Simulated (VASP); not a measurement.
# AlAu2 (I4/mmm) in VASP: single point with r2SCAN

Aim: the single point of AlAu2 with r2SCAN.

Program: VASP 6.6.1. These are calculated values, not measurements. Logs are shortened: lines on timing, memory, paths and dates and some standing lists are left out, and cuts for length are marked.

### Step 1. The cell of the first run

It takes space group I4/mmm (No. 139, tetragonal). Conventional cell: a = 3.343 Å, b = 3.343 Å, c = 8.798 Å, α = 90.00°, β = 90.00°, γ = 90.00°. Within 3.6 Å of Al (site symmetry 4/mmm) lie 10 Au at 2.73 to 3.02 Å and 4 Al at 3.34 Å. Within 3.6 Å of Au (site symmetry 4mm) lie 5 Al at 2.73 to 3.02 Å and 9 Au at 2.75 to 3.34 Å.

### Step 2. Single point, r2SCAN

POSCAR

```
AlAu2
1.0
   -1.6715144750      1.6715144750      4.3990752400
    1.6715144750     -1.6715144750      4.3990752400
    1.6715144750      1.6715144750     -4.3990752400
Al Au
1 2
Direct
    0.0000000000      0.0000000000      0.0000000000
    0.6562728000      0.6562728000      0.0000000000
    0.3437272000      0.3437272000      0.0000000000
```

INCAR.step1

```
PREC = Accurate ; ENCUT = 520
ISMEAR = -5 ; SIGMA = 0.05
LREAL = False ; LASPH = True
NELM = 100 ; LMAXMIX = 4
GGA = PE ; ALGO = Normal
EDIFF = 1E-4 ; LWAVE = True
LCHARG = False
```

INCAR.step2

```
PREC = Accurate ; ENCUT = 520
EDIFF = 1E-6 ; ISMEAR = -1
SIGMA = 0.05 ; LREAL = False
LASPH = True ; NELM = 100
ALGO = Normal ; ISIF = 2
LWAVE = False ; LCHARG = False
LMAXMIX = 4 ; METAGGA = R2SCAN
LMIXTAU = True ; LORBIT = 10
ISTART = 1
```

KPOINTS

```
regular mesh
0
Gamma
  14 14 14
```

Potentials or basis: VASP PAW PBE potentials, release 64 (Al, Au).

The run is started by

```
> cat potpaw_PBE.64/Al/POTCAR potpaw_PBE.64/Au/POTCAR > POTCAR
> cp INCAR.step1 INCAR
> mpirun -np 1 vasp_std > vasp.out
> cp INCAR.step2 INCAR
> mpirun -np 1 vasp_std > vasp.out
```

OUTCAR:

```text
PREC = Accurate
   ENCUT = 520
   EDIFF = 1E-6
   ISMEAR = -1
   LREAL = False
   LASPH = True
   NELM = 100
   ISIF = 2
   METAGGA = R2SCAN
   LORBIT = 10
   ISTART = 1

 ion  position               nearest neighbor table
   1  0.000  0.000  0.000-   2 2.73   2 2.73   2 2.73   3 2.73   2 2.73   3 2.73   3 2.73   3 2.73
                             2 3.02   3 3.02
   2  0.656  0.656  0.000-   1 2.73   1 2.73   1 2.73   1 2.73   3 2.75   3 2.88   3 2.88   3 2.88
                             3 2.88   1 3.02
   3  0.344  0.344  0.000-   1 2.73   1 2.73   1 2.73   1 2.73   2 2.75   2 2.88   2 2.88   2 2.88
                             2 2.88   1 3.02

  LATTYP: Found a body centered tetragonal cell.
 ALAT       =     3.3430289500
 C/A-ratio  =     2.6317900956

  Lattice vectors:

 A1 = (  -1.6715144750,   1.6715144750,   4.3990752400)
 A2 = (   1.6715144750,  -1.6715144750,   4.3990752400)
 A3 = (   1.6715144750,   1.6715144750,  -4.3990752400)

Analysis of symmetry for initial positions (statically):
=====================================================================
 Subroutine PRICEL returns:
 Original cell was already a primitive cell.

 Routine SETGRP: Setting up the symmetry group for a
 body centered tetragonal supercell.

 Subroutine GETGRP returns: Found 16 space group operations
 (whereof 16 operations were pure point group operations)
 out of a pool of 16 trial point group operations.

The static configuration has the point symmetry D_4h.

Analysis of symmetry for dynamics (positions and initial velocities):
=====================================================================
 Subroutine PRICEL returns:
 Original cell was already a primitive cell.

 Routine SETGRP: Setting up the symmetry group for a
 body centered tetragonal supercell.

 Subroutine GETGRP returns: Found 16 space group operations
 (whereof 16 operations were pure point group operations)
 out of a pool of 16 trial point group operations.

The dynamic configuration has the point symmetry D_4h.

 Subroutine INISYM returns: Found 16 space group operations
 (whereof 16 operations are pure point group operations),
 and found     1 'primitive' translations

----------------------------------------------------------------------------------------

                                     Primitive cell

  volume of cell :      49.1634

  direct lattice vectors                    reciprocal lattice vectors
    -1.671514475  1.671514475  4.399075240     0.000000000  0.299129925  0.113660252
     1.671514475 -1.671514475  4.399075240     0.299129925  0.000000000  0.113660252
     1.671514475  1.671514475 -4.399075240     0.299129925  0.299129925  0.000000000

  length of vectors
     4.993974794  4.993974794  4.993974794     0.319995883  0.319995883  0.423033597

  position of ions in fractional coordinates (direct lattice)
     0.000000000  0.000000000  0.000000000
     0.656272800  0.656272800  0.000000000
     0.343727200  0.343727200  0.000000000

  ion indices of the primitive-cell ions
   primitive index   ion index
                 1           1
                 2           2
                 3           3

----------------------------------------------------------------------------------------

 KPOINTS: regular mesh

Automatic generation of k-mesh.
 Grid dimensions read from file:
 generate k-points for:   14   14   14

 Generating k-lattice:

  Cartesian coordinates                     Fractional coordinates (reciprocal lattice)
     0.000000000  0.021366423  0.008118589     0.071428571  0.000000000  0.000000000
     0.021366423  0.000000000  0.008118589     0.000000000  0.071428571  0.000000000
     0.021366423  0.021366423  0.000000000     0.000000000  0.000000000  0.071428571

  Length of vectors
     0.022856849  0.022856849  0.030216686

  Shift w.r.t. Gamma in fractional coordinates (k-lattice)
     0.000000000  0.000000000  0.000000000

 Subroutine IBZKPT returns following result:
 ===========================================

 Found    244 irreducible k-points:

 Following reciprocal coordinates:
            Coordinates               Weight
  0.000000  0.000000  0.000000      1.000000
  0.071429  0.000000  0.000000      8.000000
  0.142857  0.000000  0.000000      8.000000
  0.214286  0.000000  0.000000      8.000000
  0.285714 -0.000000  0.000000      8.000000
  0.357143  0.000000  0.000000      8.000000
[... 16 lines left out ...]
  0.214286  0.142857  0.000000     16.000000
  0.285714  0.142857  0.000000     16.000000
 [... further k-points ...]
   k-points           NKPTS =    244   k-points in BZ     NKDIM =    244   number of bands    NBANDS=     16
   number of dos      NEDOS =    301   number of ions     NIONS =      3
   total plane-waves  NPLWV =  64000
   dimension x,y,z NGX =    40 NGY =   40 NGZ =   40
   dimension x,y,z NGXF=    80 NGYF=   80 NGZF=   80
   ions per type =               1   2
   NGX,Y,Z   is equivalent  to a cutoff of  13.32, 13.32, 13.32 a.u.
   NGXF,Y,Z  is equivalent  to a cutoff of  26.63, 26.63, 26.63 a.u.
 SYSTEM =  unknown system
   PREC   = accura    normal or accurate (medium, high low for compatibility)
   ISTART =      1    job   : 0-new  1-cont  2-samecut
   ICHARG =      0    charge: 1-file 2-atom 10-const
   ISPIN  =      1    spin polarized calculation?
   LNONCOLLINEAR =      F non collinear calculations
   LSORBIT =      F    spin-orbit coupling
   LASPH  =      T    aspherical Exc in radial PAW
   ENCUT  =  520.0 eV  38.22 Ry    6.18 a.u.   9.29  9.29  9.29*2*pi/ulx,y,z
   NELM   =    100;   NELMIN=  2; NELMDL=  0     # of ELM steps
   EDIFF  = 0.1E-05   stopping-criterion for ELM
   LREAL  =      F    real-space projection
   EDIFFG = 0.1E-04   stopping-criterion for IOM
   NSW    =      0    number of steps for IOM
   IBRION =     -1    ionic relax: 0-MD 1-quasi-New 2-CG
   NFREE  =      0    steps in history (QN), initial steepest desc. (CG)
   ISIF   =      2    stress and relaxation
   ISYM   =      2    0-nonsym 1-usesym 2-fastsym
   POTIM  = 0.5000    time-step for ionic-motion
   TEBEG  =    0.0;   TEEND  =   0.0 temperature during run
   PSTRESS=    0.0 pullay stress
   NELECT =      25.0000    total number of electrons
   NUPDOWN=      -1.0000    fix difference up-down
   EMIN   =  10.00;   EMAX   =-10.00  energy-range for DOS
   EFERMI =   0.00;   METHOD = LEGACY
   ISMEAR =    -1;   SIGMA  =   0.05  broadening in eV -4-tet -1-fermi 0-gaus
   EFERMI_NEDOS =   21; number of points for ismear=-14 and -15
   IALGO  =     38    algorithm
   IMIX   =      4    mixing-type and parameters
     AMIX     =   0.40;   BMIX     =  1.00
     AMIX_MAG =   1.60;   BMIX_MAG =  1.00
  volume/ion in A,a.u.               =      16.39       110.59
  Fermi-wavevector in a.u.,A,eV,Ry     =   1.306695  2.469296 23.231298  1.707452
  Thomas-Fermi vector in A             =   2.437480
   LORBIT       =     10    0 simple, 1 ext, 2 COOP (PROOUT), +10 PAW based schemes
   METAGGA = R2SCAN    functional components
   LHFCALC =     F    Hartree Fock is set to
   AEXX    =    0.0000 exact exchange contribution
   IVDW    =     0    specifies the selected vdW correction
   LEPSILON=     F    determine dielectric tensor
   LRPA    =     F    only Hartree local field effects (RPA)
 non-spin polarized calculation
  energy-cutoff  :      520.00
  volume of cell :       49.16
 maximum number of plane-waves:      1337
 NGX is ok and might be reduce to    40

 number of electron      25.0000001 magnetization

 Free energy of the ion-electron system (eV)
  ---------------------------------------------------
  ext. energy  EPLUGINS =         0.00000000
  ---------------------------------------------------
  free energy    TOTEN  =      -108.86458998 eV

  energy without entropy =     -108.85939858  energy(sigma->0) =     -108.86199428

 E-fermi :   9.7002     XC(G=0): -13.0206

 val. band max:        9.6978523915   @ k =   0.4286   0.2143   0.0714
 cond. band min:       9.7040092148   @ k =   0.2857   0.2143   0.0714
 fundamental gap:      0.0061568233
 Fermi energy:         9.7002197954

 k-point     1 :       0.0000    0.0000    0.0000
  band No.  band energies     occupation
      1      -1.7919      2.00000
      2       2.5439      2.00000
      3       3.0556      2.00000
      4       3.9898      2.00000
      5       4.2656      2.00000
      6       4.3247      2.00000
[... 8 lines left out ...]
     15      15.8323      0.00000
     16      16.6892      0.00000

 k-point     2 :       0.0714    0.0000    0.0000
  band No.  band energies     occupation
      1      -1.6961      2.00000
      2       2.5789      2.00000
      3       3.0791      2.00000
      4       3.9088      2.00000
      5       4.1326      2.00000
      6       4.1383      2.00000
[... 8 lines left out ...]
     15      15.7220      0.00000
     16      15.8467      0.00000

 k-point     3 :       0.1429    0.0000    0.0000
  band No.  band energies     occupation
      1      -1.4126      2.00000
      2       2.6460      2.00000
      3       3.1612      2.00000
      4       3.5584      2.00000
      5       3.8915      2.00000
      6       4.1562      2.00000
[... 8 lines left out ...]
     15      14.5643      0.00000
     16      15.6323      0.00000
[... 362 lines left out ...]
 k-point    23 :       0.2143    0.1429    0.0000
  band No.  band energies     occupation
      1      -0.4796      2.00000
      2       2.5913      2.00000
      3       3.2244      2.00000
      4       3.3350      2.00000
      5       3.5197      2.00000
      6       3.9100      2.00000
[... 8 lines left out ...]
     15      14.0299      0.00000
     16      14.2987      0.00000

 k-point    24 :       0.2857    0.1429    0.0000
  band No.  band energies     occupation
      1       0.1144      2.00000
      2       2.4415      2.00000
      3       3.1700      2.00000
      4       3.3698      2.00000
      5       3.4654      2.00000
      6       3.7705      2.00000
[... 8 lines left out ...]
     15      13.5333      0.00000
     16      15.2709      0.00000

 [... further k-points ...]

------------------------ aborting loop because EDIFF is reached ----------------------------------------

  FORCE on cell =-STRESS in cart. coord.  units (eV):
  Direction    XX          YY          ZZ          XY          YZ          ZX
  --------------------------------------------------------------------------------------
  -------------------------------------------------------------------------------------
  Total       -0.0597254     -0.0597254     -0.0156963      0.0000000      0.0000000     -0.0000000
  in kB       -1.9463810     -1.9463810     -0.5115227      0.0000000      0.0000000     -0.0000000
  external PRESSURE =      -1.4680949 kB  Pullay stress =       0.0000000 kB

 VOLUME and BASIS-vectors are now :
 -----------------------------------------------------------------------------
  energy-cutoff  :      520.00
  volume of cell :       49.16
      direct lattice vectors                 reciprocal lattice vectors
    -1.671514475  1.671514475  4.399075240     0.000000000  0.299129925  0.113660252
     1.671514475 -1.671514475  4.399075240     0.299129925  0.000000000  0.113660252
     1.671514475  1.671514475 -4.399075240     0.299129925  0.299129925  0.000000000

 POSITION                                       TOTAL-FORCE (eV/Angst)
 -----------------------------------------------------------------------------------
      0.00000      0.00000      0.00000         0.000000      0.000000      0.000000
      0.00000      0.00000      5.77399         0.000000      0.000000     -0.020019
      0.00000      0.00000      3.02416        -0.000000     -0.000000      0.020019
 -----------------------------------------------------------------------------------
    total drift:                                0.000000      0.000000      0.000000

  FREE ENERGIE OF THE ION-ELECTRON SYSTEM (eV)
  ---------------------------------------------------
  free  energy   TOTEN  =      -108.8645899825 eV

  energy  without entropy=     -108.8593985797  energy(sigma->0) =     -108.86199428

 total charge

# of ion       s       p       d       tot
------------------------------------------
    1        0.358   0.330   0.000   0.688
    2        0.629   0.447   8.702   9.778
    3        0.629   0.447   8.702   9.778
--------------------------------------------------
tot          1.615   1.224  17.403  20.243
```

Wall time 13 min (1 thread of AMD EPYC 9R45 (Zen 5), shared host); peak memory 0.36 GiB.

Results:

| Property | Result |
| --- | --- |
| Free energy | -108.8646 eV |
| Pressure | -0.1 GPa |
| Largest force | 0.020 eV/Å |
| Valence electrons inside the program's atomic spheres | Al 0.69; Au 9.78 |

Forces in eV/Å, atoms in the order of the input:
```
Al   0.000  0.000  0.000
Au   0.000  0.000 -0.020
Au   0.000  0.000  0.020
```

Levels at points of the mesh, in eV from the Fermi level:
| k point | band 9 | band 10 | band 11 | band 12 | band 13 | band 14 | band 15 | band 16 |
| --- | --- | --- | --- | --- | --- | --- | --- | --- |
| (0.00, 0.00, 0.00) | -5.07 | -5.07 | -3.76 | -1.12 | 1.09 | 6.13 | 6.13 | 6.99 |
| (0.50, 0.00, 0.00) | -4.28 | -3.61 | -3.49 | -3.31 | -2.22 | 1.80 | 7.97 | 8.10 |
| (0.50, 0.50, 0.00) | -3.82 | -3.57 | -3.01 | -1.42 | 0.91 | 1.30 | 1.97 | 2.25 |
| (0.50, 0.50, 0.50) | -4.00 | -3.72 | -3.72 | -3.04 | 2.92 | 2.92 | 7.09 | 7.45 |

Caveat: the PAW data sets were made with another functional, which shifts forces and pressure a little; spin-orbit coupling is left out, which moves the levels of the heavy elements.
